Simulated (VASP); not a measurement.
# AlGa3N4 (Pm) in VASP: further runs

The runs below take AlGa3N4 through single point, with PBEsol.

Program: VASP 6.6.1. These are calculated values, not measurements. Logs are shortened: lines on timing, memory, paths and dates and some standing lists are left out, and cuts for length are marked.

### Step 1. The cell of the first run

It takes space group Pm (No. 6, monoclinic). Conventional cell: a = 5.142 Å, b = 3.165 Å, c = 5.478 Å, α = 90.00°, β = 90.04°, γ = 90.00°. Al (site symmetry m) has 4 N at 1.89 to 1.90 Å within 2.5 Å. Ga (site symmetry m) has 4 N at 1.94 to 1.95 Å within 2.6 Å. Within 2.6 Å of Ga (site symmetry m) lie 4 N at 1.94 to 1.96 Å. Ga (site symmetry m) has 4 N at 1.95 to 1.96 Å within 2.6 Å. N (site symmetry m) has 1 Al at 1.89 Å and 3 Ga at 1.95 Å within 2.5 Å. N (site symmetry m) has 2 Al at 1.90 Å and 2 Ga at 1.96 Å within 2.5 Å. N (site symmetry m) has 4 Ga at 1.94 to 1.95 Å within 2.6 Å. N (site symmetry m) has 1 Al at 1.90 Å and 3 Ga at 1.94 Å within 2.5 Å.

### Step 2. Single point, PBEsol

File INCAR:

```
SYSTEM = AlGa3N4
PREC     = Accurate       ! precision mode
ENCUT    = 520            ! plane-wave cutoff, eV
EDIFF    = 1E-7           ! SCF threshold, eV
ISMEAR   = 0              ! smearing method
SIGMA    = 0.02           ! smearing width, eV
LREAL    = .FALSE.        ! projectors in reciprocal space
LASPH    = .TRUE.         ! aspherical terms in the spheres
NELM     = 80             ! most SCF steps
ALGO     = Normal         ! electronic algorithm
ISIF     = 2              ! what is computed and relaxed
LWAVE    = .FALSE.        ! write WAVECAR
LCHARG   = .FALSE.        ! write CHGCAR
GGA      = PS             ! functional
NBANDS   = 41             ! bands
```

File KPOINTS:

```
regular mesh
0
G
  6 8 6
  0 0 0
```

File POSCAR:

```
AlGa3N4
1.0
    5.1423511994      0.0000000000      0.0001215027
    0.0000000000      3.1649848006      0.0000000000
   -0.0035856898      0.0000000000      5.4784941377
Al Ga N
1 3 4
Direct
    0.0006034227      0.5000000000      0.6673576245
    0.4991167030      0.5000000000      0.3349195796
    0.4990273845      0.0000000000      0.8315570005
    0.9998617813      0.0000000000      0.1661805284
    0.1196687538      0.5000000000      0.3400974154
    0.1176459792      0.0000000000      0.8263760592
    0.6204436392      0.0000000000      0.1662162869
    0.6312323464      0.5000000000      0.6672965055
```

Potentials or basis: VASP PAW PBE potentials, release 64 (Al, Ga_d, N).

Run with:

```bash
> cat potpaw_PBE.64/Al/POTCAR potpaw_PBE.64/Ga_d/POTCAR potpaw_PBE.64/N/POTCAR > POTCAR
> mpirun -np 1 vasp_std > vasp.out
```

OUTCAR:

```text
SYSTEM = AlGa3N4
   PREC = Accurate
   ENCUT = 520
   EDIFF = 1E-7
   ISMEAR = 0
   LREAL = .FALSE.
   LASPH = .TRUE.
   NELM = 80
   ISIF = 2
   GGA = PS

 ion  position               nearest neighbor table
   1  0.001  0.500  0.667-   5 1.89   8 1.90   6 1.90   6 1.90
   2  0.499  0.500  0.335-   7 1.94   7 1.94   8 1.94   5 1.95
   3  0.499  0.000  0.832-   7 1.94   8 1.94   8 1.94   6 1.96
   4  1.000  0.000  0.166-   5 1.95   5 1.95   7 1.95   6 1.96
   5  0.120  0.500  0.340-   1 1.89   4 1.95   4 1.95   2 1.95
   6  0.118  0.000  0.826-   1 1.90   1 1.90   4 1.96   3 1.96
   7  0.620  0.000  0.166-   2 1.94   2 1.94   3 1.94   4 1.95
   8  0.631  0.500  0.667-   1 1.90   2 1.94   3 1.94   3 1.94

  LATTYP: Found a simple monoclinic cell.
 ALAT       =     5.1423512008
 B/A-ratio  =     0.6154742601
 C/A-ratio  =     1.0653677855
 COS(beta)  =    -0.0006308748

  Lattice vectors:

 A1 = (   5.1423511994,   0.0000000000,   0.0001215027)
 A2 = (   0.0000000000,   3.1649848006,   0.0000000000)
 A3 = (  -0.0035856898,   0.0000000000,   5.4784941377)

Analysis of symmetry for initial positions (statically):
=====================================================================
 Subroutine PRICEL returns:
 Original cell was already a primitive cell.

 Routine SETGRP: Setting up the symmetry group for a
 simple monoclinic supercell.

 Subroutine GETGRP returns: Found  2 space group operations
 (whereof  2 operations were pure point group operations)
 out of a pool of  4 trial point group operations.

The static configuration has the point symmetry C_1h.

Analysis of symmetry for dynamics (positions and initial velocities):
=====================================================================
 Subroutine PRICEL returns:
 Original cell was already a primitive cell.

 Routine SETGRP: Setting up the symmetry group for a
 simple monoclinic supercell.

 Subroutine GETGRP returns: Found  2 space group operations
 (whereof  2 operations were pure point group operations)
 out of a pool of  4 trial point group operations.

The dynamic configuration has the point symmetry C_1h.

 Subroutine INISYM returns: Found  2 space group operations
 (whereof  2 operations are pure point group operations),
 and found     1 'primitive' translations

----------------------------------------------------------------------------------------

                                     Primitive cell

  volume of cell :      89.1650

  direct lattice vectors                    reciprocal lattice vectors
     5.142351199  0.000000000  0.000121503     0.194463572  0.000000000  0.000127277
     0.000000000  3.164984801  0.000000000     0.000000000  0.315957284  0.000000000
    -0.003585690  0.000000000  5.478494138    -0.000004313  0.000000000  0.182531907

  length of vectors
     5.142351201  3.164984801  5.478495311     0.194463614  0.315957284  0.182531907

  position of ions in fractional coordinates (direct lattice)
     0.000603423  0.500000000  0.667357624
     0.499116703  0.500000000  0.334919580
     0.499027385  0.000000000  0.831557000
     0.999861781  0.000000000  0.166180528
     0.119668754  0.500000000  0.340097415
     0.117645979  0.000000000  0.826376059
     0.620443639  0.000000000  0.166216287
     0.631232346  0.500000000  0.667296505

  ion indices of the primitive-cell ions
   primitive index   ion index
                 1           1
                 2           2
                 3           3
                 4           4
                 5           5
                 6           6
                 7           7
                 8           8

----------------------------------------------------------------------------------------

 KPOINTS: regular mesh

Automatic generation of k-mesh.
 Grid dimensions read from file:
 generate k-points for:    6    8    6

 Generating k-lattice:

  Cartesian coordinates                     Fractional coordinates (reciprocal lattice)
     0.032410595  0.000000000  0.000021213     0.166666667  0.000000000  0.000000000
     0.000000000  0.039494660  0.000000000     0.000000000  0.125000000  0.000000000
    -0.000000719  0.000000000  0.030421985    -0.000000000  0.000000000  0.166666667

  Length of vectors
     0.032410602  0.039494660  0.030421985

  Shift w.r.t. Gamma in fractional coordinates (k-lattice)
     0.000000000  0.000000000  0.000000000

 Subroutine IBZKPT returns following result:
 ===========================================

 Found    100 irreducible k-points:

 Following reciprocal coordinates:
            Coordinates               Weight
  0.000000  0.000000  0.000000      1.000000
  0.166667  0.000000  0.000000      2.000000
  0.333333  0.000000  0.000000      2.000000
  0.500000  0.000000  0.000000      1.000000
  0.000000  0.125000  0.000000      2.000000
  0.166667  0.125000  0.000000      4.000000
[... 16 lines left out ...]
  0.333333  0.000000  0.166667      2.000000
  0.500000  0.000000  0.166667      2.000000
 [... further k-points ...]
   k-points           NKPTS =    100   k-points in BZ     NKDIM =    100   number of bands    NBANDS=     41
   number of dos      NEDOS =    301   number of ions     NIONS =      8
   total plane-waves  NPLWV =  40320
   dimension x,y,z NGX =    40 NGY =   24 NGZ =   42
   dimension x,y,z NGXF=    80 NGYF=   48 NGZF=   84
   ions per type =               1   3   4
   NGX,Y,Z   is equivalent  to a cutoff of  12.93, 12.61, 12.74 a.u.
   NGXF,Y,Z  is equivalent  to a cutoff of  25.86, 25.21, 25.49 a.u.
 SYSTEM =  AlGa3N4
   PREC   = accura    normal or accurate (medium, high low for compatibility)
   ISTART =      0    job   : 0-new  1-cont  2-samecut
   ICHARG =      2    charge: 1-file 2-atom 10-const
   ISPIN  =      1    spin polarized calculation?
   LNONCOLLINEAR =      F non collinear calculations
   LSORBIT =      F    spin-orbit coupling
   LASPH  =      T    aspherical Exc in radial PAW
   ENCUT  =  520.0 eV  38.22 Ry    6.18 a.u.   9.56  5.88 10.19*2*pi/ulx,y,z
   NELM   =     80;   NELMIN=  2; NELMDL= -5     # of ELM steps
   EDIFF  = 0.1E-06   stopping-criterion for ELM
   LREAL  =      F    real-space projection
   EDIFFG = 0.1E-05   stopping-criterion for IOM
   NSW    =      0    number of steps for IOM
   IBRION =     -1    ionic relax: 0-MD 1-quasi-New 2-CG
   NFREE  =      0    steps in history (QN), initial steepest desc. (CG)
   ISIF   =      2    stress and relaxation
   ISYM   =      2    0-nonsym 1-usesym 2-fastsym
   POTIM  = 0.5000    time-step for ionic-motion
   TEBEG  =    0.0;   TEEND  =   0.0 temperature during run
   PSTRESS=    0.0 pullay stress
   NELECT =      62.0000    total number of electrons
   NUPDOWN=      -1.0000    fix difference up-down
   EMIN   =  10.00;   EMAX   =-10.00  energy-range for DOS
   EFERMI =   0.00;   METHOD = LEGACY
   ISMEAR =     0;   SIGMA  =   0.02  broadening in eV -4-tet -1-fermi 0-gaus
   EFERMI_NEDOS =   21; number of points for ismear=-14 and -15
   IALGO  =     38    algorithm
   IMIX   =      4    mixing-type and parameters
     AMIX     =   0.40;   BMIX     =  1.00
     AMIX_MAG =   1.60;   BMIX_MAG =  1.00
  volume/ion in A,a.u.               =      11.15        75.21
  Fermi-wavevector in a.u.,A,eV,Ry     =   1.450354  2.740771 28.620199  2.103525
  Thomas-Fermi vector in A             =   2.567975
   LORBIT       =      0    0 simple, 1 ext, 2 COOP (PROOUT), +10 PAW based schemes
   GGA     = PS    functional components
   LHFCALC =     F    Hartree Fock is set to
   AEXX    =    0.0000 exact exchange contribution
   IVDW    =     0    specifies the selected vdW correction
   LEPSILON=     F    determine dielectric tensor
   LRPA    =     F    only Hartree local field effects (RPA)
 non-spin polarized calculation
 Gauss-broadening in eV      SIGMA  =   0.02
  energy-cutoff  :      520.00
  volume of cell :       89.17
 maximum number of plane-waves:      2426
 NGX is ok and might be reduce to    40
   NGX = 19   NGY = 11   NGZ = 21

 number of electron      61.9999979 magnetization

 Free energy of the ion-electron system (eV)
  ---------------------------------------------------
  ext. energy  EPLUGINS =         0.00000000
  ---------------------------------------------------
  free energy    TOTEN  =       -55.02637685 eV

  energy without entropy =      -55.02637685  energy(sigma->0) =      -55.02637685

 E-fermi :   5.5757     XC(G=0): -11.7350

 val. band max:        5.4302316226   @ k =   0.0000   0.0000   0.0000
 cond. band min:       7.8074412116   @ k =   0.0000   0.0000   0.0000
 fundamental gap:      2.3772095891
 Fermi energy:         5.5756962719

 k-point     1 :       0.0000    0.0000    0.0000
  band No.  band energies     occupation
      1     -10.3930      2.00000
      2      -9.4302      2.00000
      3      -9.2308      2.00000
      4      -8.9605      2.00000
      5      -7.7979      2.00000
      6      -7.7974      2.00000
[... 33 lines left out ...]
     40      15.6093      0.00000
     41      15.8819      0.00000

 k-point     2 :       0.1667    0.0000    0.0000
  band No.  band energies     occupation
      1     -10.3065      2.00000
      2      -9.4344      2.00000
      3      -9.2396      2.00000
      4      -8.9615      2.00000
      5      -7.7964      2.00000
      6      -7.7943      2.00000
[... 33 lines left out ...]
     40      15.5966      0.00000
     41      15.7869      0.00000

 k-point     3 :       0.3333    0.0000    0.0000
  band No.  band energies     occupation
      1     -10.0754      2.00000
      2      -9.5062      2.00000
      3      -9.2528      2.00000
      4      -8.9584      2.00000
      5      -7.7942      2.00000
      6      -7.7929      2.00000
[... 875 lines left out ...]
      2      -9.4802      2.00000
      3      -9.2740      2.00000
      4      -8.9792      2.00000
      5      -7.7903      2.00000
      6      -7.7815      2.00000
[... 33 lines left out ...]
     40      15.5737      0.00000
     41      15.6961      0.00000

 k-point    24 :       0.5000    0.0000    0.1667
  band No.  band energies     occupation
      1      -9.8061      2.00000
      2      -9.6097      2.00000
      3      -9.2703      2.00000
      4      -8.9769      2.00000
      5      -7.7895      2.00000
      6      -7.7780      2.00000
[... 33 lines left out ...]
     40      15.4067      0.00000
     41      15.7593      0.00000

 [... further k-points ...]

------------------------ aborting loop because EDIFF is reached ----------------------------------------

  FORCE on cell =-STRESS in cart. coord.  units (eV):
  Direction    XX          YY          ZZ          XY          YZ          ZX
  --------------------------------------------------------------------------------------
  -------------------------------------------------------------------------------------
  Total       -0.0741919     -0.0989471     -0.1089184      0.0000000      0.0000000     -0.0037703
  in kB       -1.3331306     -1.7779486     -1.9571196      0.0000000      0.0000000     -0.0677479
  external PRESSURE =      -1.6893996 kB  Pullay stress =       0.0000000 kB

 VOLUME and BASIS-vectors are now :
 -----------------------------------------------------------------------------
  energy-cutoff  :      520.00
  volume of cell :       89.17
      direct lattice vectors                 reciprocal lattice vectors
     5.142351199  0.000000000  0.000121503     0.194463572  0.000000000  0.000127277
     0.000000000  3.164984801  0.000000000     0.000000000  0.315957284  0.000000000
    -0.003585690  0.000000000  5.478494138    -0.000004313  0.000000000  0.182531907

 POSITION                                       TOTAL-FORCE (eV/Angst)
 -----------------------------------------------------------------------------------
      0.00071      1.58249      3.65611         0.002741      0.000000      0.000853
      2.56543      1.58249      1.83492         0.004542      0.000000      0.000192
      2.56319      0.00000      4.55574         0.007705      0.000000      0.001433
      5.14104      0.00000      0.91054        -0.008263      0.000000      0.002761
      0.61416      1.58249      1.86324         0.003670      0.000000     -0.008425
      0.60201      0.00000      4.52731         0.003016      0.000000      0.005744
      3.18994      0.00000      0.91069         0.000198      0.000000     -0.000898
      3.24363      1.58249      3.65586        -0.013609      0.000000     -0.001660
 -----------------------------------------------------------------------------------
    total drift:                               -0.000767      0.000000     -0.000118

  FREE ENERGIE OF THE ION-ELECTRON SYSTEM (eV)
  ---------------------------------------------------
  free  energy   TOTEN  =       -55.0263768486 eV

  energy  without entropy=      -55.0263768486  energy(sigma->0) =      -55.02637685
```

It took 6.5 min on 1 thread of AMD EPYC 7R13 (Zen 3), shared host; peak memory 0.37 GiB.

What came out:

* Free energy: -55.0264 eV
* Pressure: -0.2 GPa
* Largest force: 0.014 eV/Å
* Band gap on the k mesh: 2.38 eV

Forces in eV/Å, atoms in the order of the input:
```
Al   0.003  0.000  0.001
Ga   0.005  0.000  0.000
Ga   0.008  0.000  0.001
Ga  -0.008  0.000  0.003
N    0.004  0.000 -0.008
N    0.003  0.000  0.006
N    0.000  0.000 -0.001
N   -0.014  0.000 -0.002
```

Caveat: the PAW data sets were made with another functional, which shifts forces and pressure a little.

### Step 3. Single point, PBEsol (uniaxial strain along c: -1.5 %, then relaxed in part)

File INCAR:

```
SYSTEM = AlGa3N4
ALGO = Normal ; EDIFF = 1E-6
ENCUT = 520 ; GGA = PS
ISIF = 2 ; ISMEAR = 0
LASPH = .TRUE. ; LCHARG = .FALSE.
LREAL = .FALSE. ; LWAVE = .FALSE.
NBANDS = 41 ; NELM = 100
PREC = Accurate ; SIGMA = 0.02
```

File KPOINTS:

```
k-points
0
G
  6 8 6
  0 0 0
```

File POSCAR:

```
AlGa3N4
1.0
    5.1548962075      0.0000000000      0.0000586643
    0.0000000000      3.1811220256      0.0000000000
   -0.0034022162      0.0000000000      5.3963168093
Al Ga N
1 3 4
Direct
    0.0001744703      0.5000000000      0.6678995561
    0.4984564793      0.5000000000      0.3343105357
    0.4983816269      0.0000000000      0.8307909683
    0.9990550348      0.0000000000      0.1668708266
    0.1203683609      0.5000000000      0.3381288902
    0.1181951540      0.0000000000      0.8243188193
    0.6209869378      0.0000000000      0.1683048548
    0.6319819459      0.5000000000      0.6693765490
```

Potentials or basis: VASP PAW PBE potentials, release 64 (Al, Ga_d, N).

Run with:

```bash
> cat potpaw_PBE.64/Al/POTCAR potpaw_PBE.64/Ga_d/POTCAR potpaw_PBE.64/N/POTCAR > POTCAR
> mpirun -np 1 vasp_std > vasp.out
```

Run time: 3.2 min. Hardware: 1 thread of AMD EPYC 9R45 (Zen 5), shared host; peak memory 0.36 GiB.

Results (log left out):

| Quantity | Value |
| --- | --- |
| Free energy | -55.0084 eV |
| Pressure | 1.3 GPa |
| Largest force | 0.011 eV/Å |
| Band gap on the k mesh | 2.37 eV |

Forces in eV/Å, atoms in the order of the input:
```
Al  -0.002  0.000  0.002
Ga   0.004  0.000  0.001
Ga   0.005  0.000  0.003
Ga  -0.003  0.000  0.000
N    0.003  0.000 -0.011
N    0.005  0.000  0.006
N   -0.003  0.000 -0.002
N   -0.010  0.000  0.000
```

Stress tensor (GPa, compression positive):
```
-0.14  0.00 -0.04
 0.00 -0.17  0.00
-0.04  0.00  4.23
```

Levels at points of the mesh, in eV from the valence-band top:
```csv
k point,band 28,band 29,band 30,band 31,band 32,band 33,band 34,band 35
"(0.00, 0.00, 0.00)",-0.97,-0.17,-0.09,0.00,2.37,4.65,5.01,5.52
"(0.50, 0.00, 0.00)",-0.78,-0.68,-0.46,-0.30,4.31,4.41,4.59,5.01
"(0.00, 0.50, 0.00)",-2.15,-2.10,-1.92,-1.87,5.50,5.52,6.87,7.05
"(0.50, 0.50, 0.00)",-1.79,-1.58,-1.55,-1.54,5.66,5.85,5.93,6.22
"(0.00, 0.00, 0.50)",-0.84,-0.74,-0.62,-0.47,4.53,4.67,6.00,6.34
"(0.50, 0.00, 0.50)",-1.71,-1.32,-1.29,-1.24,5.24,5.31,5.40,5.75
"(0.00, 0.50, 0.50)",-2.33,-2.26,-0.98,-0.85,4.98,5.24,5.63,5.80
"(0.50, 0.50, 0.50)",-1.76,-1.75,-1.74,-1.73,4.29,4.36,4.45,4.85
```

Caveat: the cell differs from its parent crystal (uniaxial strain along c: -1.5 %, then relaxed in part); the PAW data sets were made with another functional, which shifts forces and pressure a little.
